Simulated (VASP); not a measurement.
# Ti12H in VASP: single point with PBE

Aim: the single point of Ti12H with PBE.

Everything below comes from runs of VASP 6.6.1. Logs are shortened: lines on timing, memory, paths and dates and some standing lists are left out, and cuts for length are marked.

### Step 1. The cell of the first run

The cell holds a slab with vacuum, 13 atoms: a = 5.815 Å, b = 5.815 Å, c = 19.306 Å, α = 90.00°, β = 90.00°, γ = 90.00°.

### Step 2. Single point, PBE

File INCAR:

```
SYSTEM = Ti12H
  ALGO = Normal
  DIPOL = 0.5 0.5 0.320
  EDIFF = 1E-6
  ENCUT = 400
  GGA = PE
  GGA_COMPAT = .FALSE.
  IDIPOL = 3
  ISIF = 2
  ISMEAR = 0
  LASPH = .TRUE.
  LCHARG = .TRUE.
  LDIPOL = .TRUE.
  LELF = .TRUE.
  LREAL = .FALSE.
  LVACPOTAV = .TRUE.
  LVHAR = .TRUE.
  LWAVE = .FALSE.
  NBANDS = 84
  NELM = 120
  NELMDL = -8
  PREC = Accurate
  SIGMA = 0.1
```

File KPOINTS:

```
k-points
0
G
  5 5 1
  0 0 0
```

File POSCAR:

```
Ti12H
1.0
    5.8150893848      0.0000000000      0.0000000000
    0.0000000000      5.8150893848      0.0000000000
    0.0000000000      0.0000000000     19.3059824399
Ti H
12 1
Direct
    0.2500000000      0.2500000000      0.2071896632
    0.2500000000      0.7500000000      0.2071896632
    0.7500000000      0.2500000000      0.2071896632
    0.7500000000      0.7500000000      0.2071896632
    0.0000000000      0.0000000000      0.3057583539
    0.0000000000      0.5000000000      0.3057583539
    0.5000000000      0.0000000000      0.3057583539
    0.5000000000      0.5000000000      0.3057583539
    0.2500000000      0.2500000000      0.4043297182
    0.2500000000      0.7500000000      0.4043297182
    0.7500000000      0.2500000000      0.4043297182
    0.7500000000      0.7500000000      0.4043297182
    0.3333333333      0.3333333333      0.4916973603
```

Potentials or basis: VASP PAW PBE potentials, release 64 (Ti_sv, H).

On the command line:

```console
$ cat potpaw_PBE.64/Ti_sv/POTCAR potpaw_PBE.64/H/POTCAR > POTCAR
$ mpirun -np 1 vasp_std > vasp.out
```

OUTCAR:

```text
SYSTEM = Ti12H
   EDIFF = 1E-6
   ENCUT = 400
   GGA = PE
   ISIF = 2
   ISMEAR = 0
   LASPH = .TRUE.
   LREAL = .FALSE.
   NELM = 120
   NELMDL = -8
   PREC = Accurate

 ion  position               nearest neighbor table
   1  0.250  0.250  0.207-   5 2.80   6 2.80   7 2.80   8 2.80   2 2.91   3 2.91   2 2.91   3 2.91

   2  0.250  0.750  0.207-   5 2.80   6 2.80   7 2.80   8 2.80   1 2.91   4 2.91   1 2.91   4 2.91

   3  0.750  0.250  0.207-   5 2.80   6 2.80   7 2.80   8 2.80   1 2.91   4 2.91   4 2.91   1 2.91
[... 15 lines left out ...]
  11  0.750  0.250  0.404-   5 2.80   6 2.80   7 2.80   8 2.80   9 2.91  12 2.91  12 2.91   9 2.91

  12  0.750  0.750  0.404-   5 2.80   6 2.80   7 2.80   8 2.80  10 2.91  11 2.91  11 2.91  10 2.91

  13  0.333  0.333  0.492-   9 1.82

  LATTYP: Found a simple tetragonal cell.
 ALAT       =     5.8150893848
 C/A-ratio  =     3.3199803412

  Lattice vectors:

 A1 = (   5.8150893848,   0.0000000000,   0.0000000000)
 A2 = (   0.0000000000,   5.8150893848,   0.0000000000)
 A3 = (   0.0000000000,   0.0000000000,  19.3059824399)

Analysis of symmetry for initial positions (statically):
=====================================================================
 Subroutine PRICEL returns:
 Original cell was already a primitive cell.

 Routine SETGRP: Setting up the symmetry group for a
 simple tetragonal supercell.

 Subroutine GETGRP returns: Found  2 space group operations
 (whereof  2 operations were pure point group operations)
 out of a pool of 16 trial point group operations.

The static configuration has the point symmetry C_1h.

Analysis of symmetry for dynamics (positions and initial velocities):
=====================================================================
 Subroutine PRICEL returns:
 Original cell was already a primitive cell.

 Routine SETGRP: Setting up the symmetry group for a
 simple tetragonal supercell.

 Subroutine GETGRP returns: Found  2 space group operations
 (whereof  2 operations were pure point group operations)
 out of a pool of 16 trial point group operations.

The dynamic configuration has the point symmetry C_1h.

 Subroutine INISYM returns: Found  2 space group operations
 (whereof  2 operations are pure point group operations),
 and found     1 'primitive' translations

----------------------------------------------------------------------------------------

                                     Primitive cell

  volume of cell :     652.8369

  direct lattice vectors                    reciprocal lattice vectors
     5.815089385  0.000000000  0.000000000     0.171966402  0.000000000  0.000000000
     0.000000000  5.815089385  0.000000000     0.000000000  0.171966402  0.000000000
     0.000000000  0.000000000 19.305982440     0.000000000  0.000000000  0.051797416

  length of vectors
     5.815089385  5.815089385 19.305982440     0.171966402  0.171966402  0.051797416

  position of ions in fractional coordinates (direct lattice)
     0.250000000  0.250000000  0.207189663
     0.250000000  0.750000000  0.207189663
     0.750000000  0.250000000  0.207189663
     0.750000000  0.750000000  0.207189663
     0.000000000  0.000000000  0.305758354
     0.000000000  0.500000000  0.305758354
     0.500000000  0.000000000  0.305758354
     0.500000000  0.500000000  0.305758354
     0.250000000  0.250000000  0.404329718
     0.250000000  0.750000000  0.404329718
     0.750000000  0.250000000  0.404329718
     0.750000000  0.750000000  0.404329718
     0.333333333  0.333333333  0.491697360

  ion indices of the primitive-cell ions
   primitive index   ion index
                 1           1
                 2           2
                 3           3
                 4           4
                 5           5
                 6           6
                 7           7
                 8           8
                 9           9
                10          10
                11          11
                12          12
                13          13

----------------------------------------------------------------------------------------

 KPOINTS: k-points

Automatic generation of k-mesh.
 Grid dimensions read from file:
 generate k-points for:    5    5    1

 Generating k-lattice:

  Cartesian coordinates                     Fractional coordinates (reciprocal lattice)
     0.034393280  0.000000000  0.000000000     0.200000000  0.000000000  0.000000000
     0.000000000  0.034393280  0.000000000     0.000000000  0.200000000  0.000000000
     0.000000000  0.000000000  0.051797416     0.000000000  0.000000000  1.000000000

  Length of vectors
     0.034393280  0.034393280  0.051797416

  Shift w.r.t. Gamma in fractional coordinates (k-lattice)
     0.000000000  0.000000000  0.000000000

 Subroutine IBZKPT returns following result:
 ===========================================

 Found      9 irreducible k-points:

 Following reciprocal coordinates:
            Coordinates               Weight
  0.000000  0.000000  0.000000      1.000000
  0.200000  0.000000  0.000000      4.000000
  0.400000  0.000000  0.000000      4.000000
  0.200000  0.200000  0.000000      2.000000
 -0.200000  0.200000  0.000000      2.000000
  0.400000  0.200000  0.000000      4.000000
 -0.200000  0.400000  0.000000      4.000000
  0.400000  0.400000  0.000000      2.000000
 -0.400000  0.400000  0.000000      2.000000
   k-points           NKPTS =      9   k-points in BZ     NKDIM =      9   number of bands    NBANDS=     84
   number of dos      NEDOS =    301   number of ions     NIONS =     13
   total plane-waves  NPLWV = 201600
   dimension x,y,z NGX =    40 NGY =   40 NGZ =  126
   dimension x,y,z NGXF=    80 NGYF=   80 NGZF=  252
   ions per type =              12   1
   NGX,Y,Z   is equivalent  to a cutoff of  11.44, 11.44, 10.85 a.u.
   NGXF,Y,Z  is equivalent  to a cutoff of  22.87, 22.87, 21.70 a.u.
 SYSTEM =  Ti12H
   PREC   = accura    normal or accurate (medium, high low for compatibility)
   ISTART =      0    job   : 0-new  1-cont  2-samecut
   ICHARG =      2    charge: 1-file 2-atom 10-const
   ISPIN  =      1    spin polarized calculation?
   LNONCOLLINEAR =      F non collinear calculations
   LSORBIT =      F    spin-orbit coupling
   LASPH  =      T    aspherical Exc in radial PAW
   ENCUT  =  400.0 eV  29.40 Ry    5.42 a.u.   9.48  9.48 31.48*2*pi/ulx,y,z
   NELM   =    120;   NELMIN=  2; NELMDL= -8     # of ELM steps
   EDIFF  = 0.1E-05   stopping-criterion for ELM
   LREAL  =      F    real-space projection
   EDIFFG = 0.1E-04   stopping-criterion for IOM
   NSW    =      0    number of steps for IOM
   IBRION =     -1    ionic relax: 0-MD 1-quasi-New 2-CG
   NFREE  =      0    steps in history (QN), initial steepest desc. (CG)
   ISIF   =      2    stress and relaxation
   ISYM   =      2    0-nonsym 1-usesym 2-fastsym
   POTIM  = 0.5000    time-step for ionic-motion
   TEBEG  =    0.0;   TEEND  =   0.0 temperature during run
   PSTRESS=    0.0 pullay stress
   NELECT =     145.0000    total number of electrons
   NUPDOWN=      -1.0000    fix difference up-down
   EMIN   =  10.00;   EMAX   =-10.00  energy-range for DOS
   EFERMI =   0.00;   METHOD = LEGACY
   ISMEAR =     0;   SIGMA  =   0.10  broadening in eV -4-tet -1-fermi 0-gaus
   EFERMI_NEDOS =   21; number of points for ismear=-14 and -15
   IALGO  =     38    algorithm
   IMIX   =      4    mixing-type and parameters
     AMIX     =   0.40;   BMIX     =  1.00
     AMIX_MAG =   1.60;   BMIX_MAG =  1.00
  volume/ion in A,a.u.               =      50.22       338.89
  Fermi-wavevector in a.u.,A,eV,Ry     =   0.991431  1.873533 13.373655  0.982936
  Thomas-Fermi vector in A             =   2.123172
   LORBIT       =      0    0 simple, 1 ext, 2 COOP (PROOUT), +10 PAW based schemes
   GGA     = PE    functional components
   LHFCALC =     F    Hartree Fock is set to
   AEXX    =    0.0000 exact exchange contribution
   IVDW    =     0    specifies the selected vdW correction
   LEPSILON=     F    determine dielectric tensor
   LRPA    =     F    only Hartree local field effects (RPA)
 non-spin polarized calculation
 Gauss-broadening in eV      SIGMA  =   0.10
  energy-cutoff  :      400.00
  volume of cell :      652.84
 maximum number of plane-waves:     11891
 NGX is ok and might be reduce to    40
   NGX = 19   NGY = 19   NGZ = 63

 dipolmoment           0.000000      0.000000     -0.043004 electrons x Angstroem

 number of electron     145.0000084 magnetization

 dipolmoment           0.000000      0.000000      0.099677 electrons x Angstroem

 Free energy of the ion-electron system (eV)
  ---------------------------------------------------
  ext. energy  EPLUGINS =         0.00000000
  ---------------------------------------------------
  free energy    TOTEN  =       -89.97898084 eV

  energy without entropy =      -89.83602138  energy(sigma->0) =      -89.90750111

 E-fermi :   0.0160     XC(G=0):  -4.7353

 val. band max:       -0.0184234509   @ k =   0.4000   0.2000   0.0000
 cond. band min:       0.0270311659   @ k =   0.0000   0.0000   0.0000
 fundamental gap:      0.0454546168
 Fermi energy:         0.0159675823

 k-point     1 :       0.0000    0.0000    0.0000
  band No.  band energies     occupation
      1     -56.8235      2.00000
      2     -56.7874      2.00000
      3     -56.7706      2.00000
      4     -56.7573      2.00000
      5     -56.7233      2.00000
      6     -56.7191      2.00000
[... 772 lines left out ...]
     83       0.9377      0.00000
     84       0.9752      0.00000

------------------------ aborting loop because EDIFF is reached ----------------------------------------

  FORCE on cell =-STRESS in cart. coord.  units (eV):
  Direction    XX          YY          ZZ          XY          YZ          ZX
  --------------------------------------------------------------------------------------
  -------------------------------------------------------------------------------------
  Total       -6.2940519     -6.2940519     -0.6765741      0.0724239      0.4509074      0.4509091
  in kB      -15.4467175    -15.4467175     -1.6604326      0.1777412      1.1066066      1.1066108
  external PRESSURE =     -10.8512892 kB  Pullay stress =       0.0000000 kB

 VOLUME and BASIS-vectors are now :
 -----------------------------------------------------------------------------
  energy-cutoff  :      400.00
  volume of cell :      652.84
      direct lattice vectors                 reciprocal lattice vectors
     5.815089385  0.000000000  0.000000000     0.171966402  0.000000000  0.000000000
     0.000000000  5.815089385  0.000000000     0.000000000  0.171966402  0.000000000
     0.000000000  0.000000000 19.305982440     0.000000000  0.000000000  0.051797416

 POSITION                                       TOTAL-FORCE (eV/Angst)
 -----------------------------------------------------------------------------------
      1.45377      1.45377      4.00000        -0.007643     -0.007643     -0.063603
      1.45377      4.36132      4.00000        -0.000132      0.012720      0.009611
      4.36132      1.45377      4.00000         0.012720     -0.000132      0.009611
      4.36132      4.36132      4.00000         0.004396      0.004396      0.044862
      0.00000      0.00000      5.90297        -0.091151     -0.091151     -0.113276
      0.00000      2.90754      5.90297        -0.107690      0.125063     -0.052072
      2.90754      0.00000      5.90297         0.125063     -0.107690     -0.052072
      2.90754      2.90754      5.90297         0.077353      0.077353     -0.091008
      1.45377      1.45377      7.80598        -0.052445     -0.052445     -0.023871
      1.45377      4.36132      7.80598        -0.021023     -0.314665      0.246062
      4.36132      1.45377      7.80598        -0.314665     -0.021023      0.246062
      4.36132      4.36132      7.80598         0.081313      0.081313     -0.139713
      1.93836      1.93836      9.49270         0.293903      0.293903     -0.020592
 -----------------------------------------------------------------------------------
    total drift:                                0.000003      0.000003      0.001064

  FREE ENERGIE OF THE ION-ELECTRON SYSTEM (eV)
  ---------------------------------------------------
  free  energy   TOTEN  =       -89.9789808356 eV

  energy  without entropy=      -89.8360213807  energy(sigma->0) =      -89.90750111

 vacuum level on the upper side and lower side of the slab         4.361         3.827
```

Wall time 27 min (1 thread of Intel Xeon 8259CL, shared host); peak memory 0.6 GiB.

Results:

```yaml
Free_energy: -89.9790 eV
Largest_force: 0.416 eV/Å
Band_gap_on_the_k_mesh: zero (an odd number of electrons rules out a gap without spin polarisation)
```

Forces in eV/Å, atoms in the order of the input:
```
Ti  -0.008 -0.008 -0.064
Ti   0.000  0.013  0.010
Ti   0.013  0.000  0.010
Ti   0.004  0.004  0.045
Ti  -0.091 -0.091 -0.113
Ti  -0.108  0.125 -0.052
Ti   0.125 -0.108 -0.052
Ti   0.077  0.077 -0.091
Ti  -0.052 -0.052 -0.024
Ti  -0.021 -0.315  0.246
Ti  -0.315 -0.021  0.246
Ti   0.081  0.081 -0.140
H    0.294  0.294 -0.021
```

The gap in the log of VASP goes by the Fermi energy; the results here count the filled bands.